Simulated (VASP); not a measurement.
KMgH3, 5 atoms in the cell. It takes space group Pm-3m (No. 221, cubic). The conventional cell has a = 3.924 Å, b = 3.924 Å, c = 3.924 Å, α = 90.00°, β = 90.00°, γ = 90.00°. Within 3.7 Å of K (site symmetry m-3m) lie 12 H at 2.77 Å and 8 Mg at 3.40 Å. Within 2.6 Å of Mg (site symmetry m-3m) lie 6 H at 1.96 Å. H (site symmetry 4/mmm) has 2 Mg at 1.96 Å within 2.6 Å.  This cell differs from its parent crystal: strain -0.025 along x and y, -0.025 along z.

```yaml
Program: VASP 6.6.1
Task: single point
Functional: r2SCAN
Potentials_or_basis: VASP PAW PBE potentials, release 64 (K_sv, Mg, H)
Cutoff: 520 eV
k_mesh: 6 × 6 × 6
Occupations: gaussian, width 0.05 eV
Spin: no spin polarisation
Dipole_correction: no
Further_INCAR_settings: ALGO = Normal; EDIFF = 1e-06; NBANDS = 15
```

Potentials or basis: VASP PAW PBE potentials, release 64 (K_sv, Mg, H).

Launch:

```console
$ cat potpaw_PBE.64/K_sv/POTCAR potpaw_PBE.64/Mg/POTCAR potpaw_PBE.64/H/POTCAR > POTCAR
$ cp INCAR.step1 INCAR
$ mpirun -np 1 vasp_std > vasp.out
$ cp INCAR.step2 INCAR
$ mpirun -np 1 vasp_std > vasp.out
```

Hardware: 1 thread of Intel(R) Xeon(R) Platinum 8259CL CPU @ 2.50GHz (Skylake/Cascade Lake), with other jobs on the host.

Task: Estimate the wall time of this run.

Result: Run time: 76 s on 1 thread of Intel(R) Xeon(R) Platinum 8259CL CPU @ 2.50GHz (Skylake/Cascade Lake), with other jobs on the host, peak memory 0.18 GiB. Counts: k points 20.
